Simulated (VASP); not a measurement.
# TaN in VASP: a series of runs, part 2 of 2

VASP 6.6.1. Earlier steps stand in the parts before.

### Step 3. Single point, PBEsol

This run uses another cell than the first one, of 11.34 Å³/atom, 1.031 times its volume.

INCAR

```
SYSTEM = TaN
ALGO = Normal ; EDIFF = 1E-6
ENCUT = 520 ; GGA = PS
ISIF = 2 ; ISMEAR = -1
LASPH = .True. ; LCHARG = .False.
LREAL = .False. ; LWAVE = .False.
NBANDS = 33 ; NELM = 60
PREC = Accurate ; SIGMA = 0.02
```

KPOINTS

```
k-points
0
Gamma
  8 8 11
  0 0 0
```

POSCAR

```
TaN
1.0
    5.1960000000      0.0000000000      0.0000000000
   -2.5980000000      4.4998679981      0.0000000000
    0.0000000000      0.0000000000      2.9110000000
Ta N
3 3
Direct
    0.0000000000      0.0000000000      0.0000000000
    0.6666666667      0.3333333333      0.5000000000
    0.3333333333      0.6666666667      0.5000000000
    0.0000000000      0.3928500000      0.0000000000
    0.6071500000      0.6071500000      0.0000000000
    0.3928500000      0.0000000000      0.0000000000
```

Potentials or basis: VASP PAW PBE potentials, release 64 (Ta_pv, N).

Started as:

```sh
> cat potpaw_PBE.64/Ta_pv/POTCAR potpaw_PBE.64/N/POTCAR > POTCAR
> mpirun -np 1 vasp_std > vasp.out
```

OUTCAR:

```text
SYSTEM = TaN
   EDIFF = 1E-6
   ENCUT = 520
   GGA = PS
   ISIF = 2
   ISMEAR = -1
   LASPH = .True.
   LREAL = .False.
   NELM = 60
   PREC = Accurate

 ion  position               nearest neighbor table
   1  0.000  0.000  0.000-   6 2.04   5 2.04   4 2.04   3 3.33   2 3.33   2 3.33   3 3.33   2 3.33
                             2 3.33   3 3.33   3 3.33   2 3.33   2 3.33   3 3.33   3 3.33
   2  0.667  0.333  0.500-   4 2.16   4 2.16   6 2.16   6 2.16   5 2.16   5 2.16   3 3.00   3 3.00
                             3 3.00   1 3.33   1 3.33   1 3.33   1 3.33   1 3.33   1 3.33
   3  0.333  0.667  0.500-   6 2.16   6 2.16   4 2.16   4 2.16   5 2.16   5 2.16   2 3.00   2 3.00
                             2 3.00   1 3.33   1 3.33   1 3.33   1 3.33   1 3.33   1 3.33
   4  0.000  0.393  0.000-   1 2.04   2 2.16   2 2.16   3 2.16   3 2.16
   5  0.607  0.607  0.000-   1 2.04   3 2.16   3 2.16   2 2.16   2 2.16
[... 1075 lines left out ...]
  external PRESSURE =     -29.5815730 kB  Pullay stress =       0.0000000 kB

 VOLUME and BASIS-vectors are now :
 -----------------------------------------------------------------------------
  energy-cutoff  :      520.00
  volume of cell :       68.06
      direct lattice vectors                 reciprocal lattice vectors
     5.196000000  0.000000000  0.000000000     0.192455735  0.111114371  0.000000000
    -2.598000000  4.499867998  0.000000000     0.000000000  0.222228741  0.000000000
     0.000000000  0.000000000  2.911000000     0.000000000  0.000000000  0.343524562

 POSITION                                       TOTAL-FORCE (eV/Angst)
 -----------------------------------------------------------------------------------
      0.00000      0.00000      0.00000         0.000000     -0.000000     -0.000000
      2.59800      1.49996      1.45550         0.000000     -0.000000     -0.000000
     -0.00000      2.99991      1.45550        -0.000000     -0.000000     -0.000000
     -1.02062      1.76777      0.00000        -0.009006      0.015599      0.000000
      1.57738      2.73209      0.00000        -0.009006     -0.015599     -0.000000
      2.04125      0.00000      0.00000         0.018012     -0.000000      0.000000
 -----------------------------------------------------------------------------------
    total drift:                               -0.000002     -0.000003      0.000000

  FREE ENERGIE OF THE ION-ELECTRON SYSTEM (eV)
  ---------------------------------------------------
  free  energy   TOTEN  =       -71.4478310945 eV

  energy  without entropy=      -71.4469347548  energy(sigma->0) =      -71.44738292
```

stdout:

```text
POSCAR found type information on POSCAR TaN
 POSCAR found :  2 types and       6 ions
 scaLAPACK will be used
 -----------------------------------------------------------------------------
|                                                                             |
|                                                                             |
|     You enforced a specific xc type in the INCAR file but a different       |
|     I HOPE YOU KNOW WHAT YOU ARE DOING!                                     |
|                                                                             |
 -----------------------------------------------------------------------------

 LDA part: xc-table for (Slater+PW92), standard interpolation
 POSCAR, INCAR and KPOINTS ok, starting setup
 FFT: planning ... GRIDC
 FFT: planning ... GRID_SOFT
 FFT: planning ... GRID
 WAVECAR not read
 entering main loop
```

Run time: 2.7 min. Hardware: 1 thread of Intel Xeon 8259CL, shared host; peak memory 0.26 GiB.

What came out:

* Free energy: -71.4478 eV
* Pressure: -3.0 GPa
* Largest force: 0.018 eV/Å
* Band gap on the k mesh: zero (band 24 reaches 10.02 eV, above the bottom of band 25 at 6.88 eV)

Forces in eV/Å, atoms in the order of the input:
```
Ta   0.000  0.000  0.000
Ta   0.000  0.000  0.000
Ta   0.000  0.000  0.000
N   -0.009  0.016  0.000
N   -0.009 -0.016  0.000
N    0.018  0.000  0.000
```

Caveat: the PAW data sets were made with another functional, which shifts forces and pressure a little; spin-orbit coupling is left out, which moves the levels of the heavy elements.

### Step 4. Single point, PBEsol

This run uses another cell than the first one, of 11.68 Å³/atom, 1.062 times its volume.

INCAR

```
SYSTEM = TaN
PREC = Accurate ; ENCUT = 520
EDIFF = 1E-6 ; ISMEAR = -1
SIGMA = 0.02 ; LREAL = .False.
LASPH = .True. ; NELM = 100
ALGO = Normal ; ISIF = 2
LWAVE = .False. ; LCHARG = .False.
GGA = PS ; NBANDS = 33
```

KPOINTS

```
Automatic mesh
0
Gamma
  8 8 11
  0 0 0
```

POSCAR, as its differences from that of step 3:

```diff
@@ -2,5 +2,5 @@
 1.0
-    5.1960000000      0.0000000000      0.0000000000
-   -2.5980000000      4.4998679981      0.0000000000
-    0.0000000000      0.0000000000      2.9110000000
+    5.2474488905      0.0000000000      0.0000000000
+   -2.6237244453      4.5444240443      0.0000000000
+    0.0000000000      0.0000000000      2.9398236567
 Ta N
```

Started as:

```sh
> cat potpaw_PBE.64/Ta_pv/POTCAR potpaw_PBE.64/N/POTCAR > POTCAR
> mpirun -np 1 vasp_std > vasp.out
```

It took 2.7 min on 1 thread of Intel Xeon 8259CL, shared host; peak memory 0.26 GiB.

Results (log left out):

```
Free energy            : -71.3531 eV
Pressure               : -11.9 GPa
Largest force          : 0.106 eV/Å
Band gap on the k mesh : zero (band 24 reaches 9.63 eV, above the bottom of band 25 at 6.62 eV)
```

Forces on the atoms (eV/Å):
```
Ta   0.000  0.000  0.000
Ta   0.000  0.000  0.000
Ta   0.000  0.000  0.000
N    0.053 -0.092  0.000
N    0.053  0.092  0.000
N   -0.106  0.000  0.000
```

Stress tensor (GPa, compression positive):
```
-11.23   0.00   0.00
  0.00 -11.23   0.00
  0.00   0.00 -13.34
```

Levels at points of the mesh, in eV from the Fermi level:
| k point | band 20 | band 21 | band 22 | band 23 | band 24 | band 25 | band 26 | band 27 | band 28 | band 29 |
| --- | --- | --- | --- | --- | --- | --- | --- | --- | --- | --- |
| (0.00, 0.00, 0.00) | -4.95 | -4.20 | -3.33 | -1.95 | -0.94 | -0.94 | 0.48 | 0.48 | 1.69 | 1.75 |
| (0.50, 0.00, 0.00) | -4.55 | -3.85 | -3.82 | -2.84 | -2.61 | 1.07 | 1.64 | 1.77 | 2.25 | 2.25 |

Caveat: the PAW data sets were made with another functional, which shifts forces and pressure a little; spin-orbit coupling is left out, which moves the levels of the heavy elements.

### Step 5. Single point, PBEsol

This run uses another cell than the first one, of 11.34 Å³/atom, 1.031 times its volume.

INCAR

```
PREC = Accurate
ENCUT = 520
EDIFF = 1E-6
ISMEAR = -1
SIGMA = 0.02
LREAL = False
LASPH = True
NELM = 60
ALGO = Normal
ISIF = 2
LWAVE = False
LCHARG = True
GGA = PS
LELF = True
LVHAR = True
NBANDS = 33
```

KPOINTS

```
regular mesh
0
Gamma
  8 8 11
```

POSCAR

```
TaN
1.0
    5.1960000000      0.0000000000      0.0000000000
   -2.5980000000      4.4998679981      0.0000000000
    0.0000000000      0.0000000000      2.9110000000
Ta N
3 3
Direct
    0.0000000000      0.0000000000      0.0343524562
    0.6666666667      0.3333333333      0.5000000000
    0.3333333333      0.6666666667      0.5000000000
    0.0000000000      0.3928500000      0.0000000000
    0.6071500000      0.6071500000      0.0000000000
    0.3928500000      0.0000000000      0.0000000000
```

Started as:

```sh
> cat potpaw_PBE.64/Ta_pv/POTCAR potpaw_PBE.64/N/POTCAR > POTCAR
> mpirun -np 1 vasp_std > vasp.out
```

Run time: 3.7 min. Hardware: 1 thread of Intel Xeon 8259CL, shared host; peak memory 0.29 GiB.

The run converged. Its results:

* Free energy: -71.3911 eV
* Pressure: -2.9 GPa
* Largest force: 1.131 eV/Å
* Band gap on the k mesh: zero (band 24 reaches 10.02 eV, above the bottom of band 25 at 6.86 eV)

Forces in eV/Å, atoms in the order of the input:
```
Ta   0.000  0.000 -1.131
Ta   0.000  0.000  0.084
Ta   0.000  0.000  0.084
N    0.000  0.000  0.321
N    0.000  0.000  0.321
N    0.000  0.000  0.321
```

Stress tensor (GPa, compression positive):
```
-2.30  0.00  0.00
 0.00 -2.30  0.00
 0.00  0.00 -4.20
```

Levels at points of the mesh, in eV from the Fermi level:
```
           k point  band 21  band 22  band 23  band 24  band 25  band 26  band 27  band 28
(0.00, 0.00, 0.00)    -4.35    -3.34    -2.00    -1.02    -1.02     0.53     0.53     1.76
(0.50, 0.00, 0.00)    -3.96    -3.89    -2.92    -2.71     1.09     1.71     1.79     2.28
```

Caveat: the PAW data sets were made with another functional, which shifts forces and pressure a little; spin-orbit coupling is left out, which moves the levels of the heavy elements.

### Step 6. Summary

| cell | gap on the mesh (eV) | pressure (GPa) | largest force (eV/Å) |
| --- | --- | --- | --- |
| a = 5.144, b = 5.144, c = 2.882 Å, angles 90.0, 90.0, 120.0°, 6 atoms | none | 7.6 | 0.15 |
| a = 5.196, b = 5.196, c = 2.911 Å, angles 90.0, 90.0, 120.0°, 6 atoms | none | -2.9 | 1.13 |
| a = 5.247, b = 5.247, c = 2.940 Å, angles 90.0, 90.0, 120.0°, 6 atoms | none | -11.9 | 0.11 |

Some of these runs hold the atoms at other places in the same cell, which the table doesn't show; runs alike in all that it shows share one row.

Alike in all rows: task single point; level PBEsol; potentials or basis VASP PAW PBE potentials, release 64 (Ta_pv, N); no spin polarisation; k mesh 8 × 8 × 11; cutoff (eV) 520; smearing fermi-dirac 0.02 eV.

Caveats: the PAW data sets were made with another functional, which shifts forces and pressure a little; spin-orbit coupling is left out, which moves the levels of the heavy elements.

Absolute energies hang on the potentials; compare differences alone.
